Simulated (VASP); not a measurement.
# SiC (R3m) in VASP: notebook, part 2 of 2

VASP 6.6.1. Earlier steps stand in the parts before.

### Step 3. Single point, PBE

The input, INCAR:

```
PREC = Accurate ; ENCUT = 520
EDIFF = 1E-6 ; ISMEAR = 0
SIGMA = 0.05 ; LREAL = F
LASPH = T ; NELM = 100
ALGO = Normal ; ISIF = 2
LWAVE = F ; LCHARG = T
GGA = PE ; LELF = T
LVHAR = T ; NBANDS = 11
```

The input, KPOINTS:

```
Automatic mesh
0
Gamma
  12 12 12
```

The input, POSCAR:

```
SiC
1.0
    0.0000000000      2.1665666382      2.1665666382
    2.1665666382      0.0000000000      2.1665666382
    2.2136533531      2.2136533531     -0.0470867149
Si C
1 1
Direct
    0.0000000000      0.0000000000      0.0000000000
    0.7500000000      0.7500000000      0.7500000000
```

Potentials or basis: VASP PAW PBE potentials, release 64 (Si, C).

Started as:

```bash
$ cat potpaw_PBE.64/Si/POTCAR potpaw_PBE.64/C/POTCAR > POTCAR
$ mpirun -np 1 vasp_std > vasp.out
```

OUTCAR:

```text
PREC = Accurate
   ENCUT = 520
   EDIFF = 1E-6
   ISMEAR = 0
   LREAL = F
   LASPH = T
   NELM = 100
   ISIF = 2
   GGA = PE

 ion  position               nearest neighbor table
   1  0.000  0.000  0.000-   2 1.88   2 1.88   2 1.88   2 1.94
   2  0.750  0.750  0.750-   1 1.88   1 1.88   1 1.88   1 1.94

  LATTYP: Found a trigonal (rhomboedric) cell.
 ALAT       =     3.1309326876
 COS(alpha) =     0.5211531429

  Lattice vectors:

 A1 = (   2.2136533531,   0.0470867149,  -2.2136533531)
 A2 = (   0.0470867149,   2.2136533531,  -2.2136533531)
[... 513 lines left out ...]
      7      16.3023      0.00000
      8      19.0447      0.00000
      9      22.5836      0.00000
     10      23.1866      0.00000
     11      26.0442      0.00000

 [... further k-points ...]
[... 5 lines left out ...]
  --------------------------------------------------------------------------------------
  -------------------------------------------------------------------------------------
  Total        0.0338670      0.0338670      0.0338670     -0.7225487      0.7225487      0.7225487
  in kB        2.5834996      2.5834996      2.5834996    -55.1187585     55.1187585     55.1187585
  external PRESSURE =       2.5834996 kB  Pullay stress =       0.0000000 kB

 VOLUME and BASIS-vectors are now :
 -----------------------------------------------------------------------------
  energy-cutoff  :      520.00
  volume of cell :       21.00
      direct lattice vectors                 reciprocal lattice vectors
     0.000000000  2.166566638  2.166566638    -0.228351251  0.233208520  0.228351251
     2.166566638  0.000000000  2.166566638     0.233208520 -0.228351251  0.228351251
     2.213653353  2.213653353 -0.047086715     0.223493981  0.223493981 -0.223493981

 POSITION                                       TOTAL-FORCE (eV/Angst)
 -----------------------------------------------------------------------------------
      0.00000      0.00000      0.00000         0.133613      0.133613     -0.133613
      3.28516      3.28516      3.21453        -0.133613     -0.133613      0.133613
 -----------------------------------------------------------------------------------
    total drift:                               -0.000065     -0.000065      0.000065

  FREE ENERGIE OF THE ION-ELECTRON SYSTEM (eV)
  ---------------------------------------------------
  free  energy   TOTEN  =       -15.0376052107 eV

  energy  without entropy=      -15.0376052107  energy(sigma->0) =      -15.03760521
```

OSZICAR:

```text
N       E                     dE             d eps       ncg     rms          rms(c)
DAV:   1     0.321150387836E+01    0.32115E+01   -0.39369E+03  4342   0.610E+02
DAV:   2    -0.162522883077E+02   -0.19464E+02   -0.18547E+02  5247   0.109E+02
DAV:   3    -0.168575685220E+02   -0.60528E+00   -0.60382E+00  5121   0.159E+01
DAV:   4    -0.168600224803E+02   -0.24540E-02   -0.24538E-02  4745   0.128E+00
DAV:   5    -0.168600337788E+02   -0.11299E-04   -0.11298E-04  5115   0.807E-02    0.867E+00
DAV:   6    -0.150907628229E+02    0.17693E+01   -0.64926E+00  4677   0.113E+01    0.383E+00
DAV:   7    -0.150450909115E+02    0.45672E-01   -0.36876E-01  5000   0.349E+00    0.176E+00
DAV:   8    -0.150373825823E+02    0.77083E-02   -0.20529E-02  4716   0.951E-01    0.175E-01
DAV:   9    -0.150374913488E+02   -0.10877E-03   -0.17479E-03  5218   0.241E-01    0.112E-01
DAV:  10    -0.150376005265E+02   -0.10918E-03   -0.24714E-04  4620   0.962E-02    0.279E-02
DAV:  11    -0.150376050412E+02   -0.45147E-05   -0.41071E-05  4989   0.345E-02    0.793E-03
DAV:  12    -0.150376052107E+02   -0.16951E-06   -0.18406E-06  3377   0.859E-03
   1 F= -.15037605E+02 E0= -.15037605E+02  d E =-.864590E-12
```

stdout:

```text
POSCAR found type information on POSCAR SiC
 POSCAR found :  2 types and       2 ions
 scaLAPACK will be used
 LDA part: xc-table for (Slater+PW92), standard interpolation
 POSCAR, INCAR and KPOINTS ok, starting setup
 FFT: planning ... GRIDC
 FFT: planning ... GRID_SOFT
 FFT: planning ... GRID
 WAVECAR not read
 entering main loop
```

Run time: 50 s. Hardware: 1 thread of AMD EPYC 7R43 (Zen 3), shared host; peak memory 0.13 GiB.

Results:

```yaml
Free_energy: -15.0376 eV
Pressure: 0.3 GPa
Largest_force: 0.231 eV/Å
Band_gap_on_the_k_mesh: 1.29 eV, indirect (least direct gap 4.35 eV)
```

Forces on the atoms (eV/Å):
```
Si   0.134  0.134 -0.134
C   -0.134 -0.134  0.134
```

Stress tensor (GPa, compression positive):
```
 0.26 -5.51  5.51
-5.51  0.26  5.51
 5.51  5.51  0.26
```

Levels at points of the mesh, in eV from the valence-band top:
| k point | band 1 | band 2 | band 3 | band 4 | band 5 | band 6 | band 7 | band 8 | band 9 |
| --- | --- | --- | --- | --- | --- | --- | --- | --- | --- |
| (0.00, 0.00, 0.00) | -15.35 | -0.19 | 0.00 | 0.00 | 5.65 | 7.02 | 7.39 | 7.39 | 14.37 |
| (0.50, 0.00, 0.00) | -11.76 | -8.50 | -1.18 | -1.15 | 5.06 | 6.81 | 7.25 | 9.87 | 15.84 |
| (0.50, 0.50, 0.00) | -10.41 | -7.81 | -3.37 | -3.06 | 1.29 | 4.23 | 13.67 | 13.75 | 14.67 |
| (0.00, 0.00, 0.50) | -12.09 | -8.56 | -0.93 | -0.93 | 5.70 | 7.37 | 7.37 | 10.03 | 15.89 |

A k mesh can miss the band edges. Expect the measured gap to be larger: semilocal functionals such as PBE lack the derivative discontinuity.

### Step 4. Single point, PBE

This run uses another cell than the first one, of 10.75 Å³/atom, 1.024 times its volume.

The input, INCAR:

```
SYSTEM = SiC
PREC     = Accurate       ! precision mode
ENCUT    = 520            ! plane-wave cutoff, eV
EDIFF    = 1E-6           ! SCF threshold, eV
ISMEAR   = 0              ! smearing method
SIGMA    = 0.05           ! smearing width, eV
LREAL    = .FALSE.        ! projectors in reciprocal space
LASPH    = .TRUE.         ! aspherical terms in the spheres
NELM     = 100            ! most SCF steps
ALGO     = Normal         ! electronic algorithm
ISIF     = 2              ! what is computed and relaxed
LWAVE    = .FALSE.        ! write WAVECAR
LCHARG   = .FALSE.        ! write CHGCAR
GGA      = PE             ! functional
NBANDS   = 11             ! bands
```

The input, KPOINTS:

```
regular mesh
0
G
  12 12 12
  0 0 0
```

The input, POSCAR:

```
SiC
1.0
    0.0000000000      2.1954159668      2.1954159668
    2.1954159668      0.0000000000      2.1954159668
    2.2191264592      2.2191264592     -0.0237104924
Si C
1 1
Direct
    0.0000000000      0.0000000000      0.0000000000
    0.7500000000      0.7500000000      0.7500000000
```

Potentials or basis: VASP PAW PBE potentials, release 64 (Si, C).

Started as:

```bash
$ cat potpaw_PBE.64/Si/POTCAR potpaw_PBE.64/C/POTCAR > POTCAR
$ mpirun -np 1 vasp_std > vasp.out
```

OUTCAR:

```text
SYSTEM = SiC
   PREC = Accurate
   ENCUT = 520
   EDIFF = 1E-6
   ISMEAR = 0
   LREAL = .FALSE.
   LASPH = .TRUE.
   NELM = 100
   ISIF = 2
   GGA = PE

 ion  position               nearest neighbor table
   1  0.000  0.000  0.000-   2 1.90   2 1.90   2 1.90   2 1.93
   2  0.750  0.750  0.750-   1 1.90   1 1.90   1 1.90   1 1.93

  LATTYP: Found a trigonal (rhomboedric) cell.
 ALAT       =     3.1384083022
 COS(alpha) =     0.5106554578

  Lattice vectors:

 A1 = (   2.2191264592,   0.0237104924,  -2.2191264592)
 A2 = (   0.0237104924,   2.2191264592,  -2.2191264592)
[... 513 lines left out ...]
      7      15.9547      0.00000
      8      18.5369      0.00000
      9      22.0757      0.00000
     10      22.7044      0.00000
     11      25.4581      0.00000

 [... further k-points ...]
[... 5 lines left out ...]
  --------------------------------------------------------------------------------------
  -------------------------------------------------------------------------------------
  Total       -0.6396631     -0.6396631     -0.6396631     -0.3517968      0.3517968      0.3517968
  in kB      -47.6543183    -47.6543183    -47.6543183    -26.2085414     26.2085414     26.2085414
  external PRESSURE =     -47.6543183 kB  Pullay stress =       0.0000000 kB

 VOLUME and BASIS-vectors are now :
 -----------------------------------------------------------------------------
  energy-cutoff  :      520.00
  volume of cell :       21.51
      direct lattice vectors                 reciprocal lattice vectors
     0.000000000  2.195415967  2.195415967    -0.226537044  0.228957503  0.226537044
     2.195415967  0.000000000  2.195415967     0.228957503 -0.226537044  0.226537044
     2.219126459  2.219126459 -0.023710492     0.224116585  0.224116585 -0.224116585

 POSITION                                       TOTAL-FORCE (eV/Angst)
 -----------------------------------------------------------------------------------
      0.00000      0.00000      0.00000         0.061250      0.061250     -0.061250
      3.31091      3.31091      3.27534        -0.061250     -0.061250      0.061250
 -----------------------------------------------------------------------------------
    total drift:                               -0.000115     -0.000115      0.000114

  FREE ENERGIE OF THE ION-ELECTRON SYSTEM (eV)
  ---------------------------------------------------
  free  energy   TOTEN  =       -15.0476030460 eV

  energy  without entropy=      -15.0476030460  energy(sigma->0) =      -15.04760305
```

stdout:

```text
POSCAR found type information on POSCAR SiC
 POSCAR found :  2 types and       2 ions
 scaLAPACK will be used
 LDA part: xc-table for (Slater+PW92), standard interpolation
 POSCAR, INCAR and KPOINTS ok, starting setup
 FFT: planning ... GRIDC
 FFT: planning ... GRID_SOFT
 FFT: planning ... GRID
 WAVECAR not read
 entering main loop
```

It took 50 s on 1 thread of AMD EPYC 7R43 (Zen 3), shared host; peak memory 0.13 GiB.

Results:

```
Free energy            : -15.0476 eV
Pressure               : -4.8 GPa
Largest force          : 0.106 eV/Å
Band gap on the k mesh : 1.36 eV, indirect (least direct gap 4.42 eV)
```

Forces on the atoms (eV/Å):
```
Si   0.061  0.061 -0.061
C   -0.061 -0.061  0.061
```

A k mesh can miss the band edges.

### Step 5. Summary

| cell | gap on the mesh (eV) | pressure (GPa) | largest force (eV/Å) |
| --- | --- | --- | --- |
| a = 3.031, b = 3.031, c = 3.167 Å, angles 61.4, 61.4, 60.0°, 2 atoms | 1.17 | 1.1 | 0.37 |
| a = 3.064, b = 3.064, c = 3.131 Å, angles 60.7, 60.7, 60.0°, 2 atoms | 1.29 | 0.3 | 0.23 |
| a = 3.105, b = 3.105, c = 3.138 Å, angles 60.4, 60.4, 60.0°, 2 atoms | 1.36 | -4.8 | 0.11 |

Alike in all rows: task single point; level PBE; potentials or basis VASP PAW PBE potentials, release 64 (Si, C); no spin polarisation; k mesh 12 × 12 × 12; cutoff (eV) 520; smearing gaussian 0.05 eV.

Absolute energies hang on the potentials; compare differences alone.
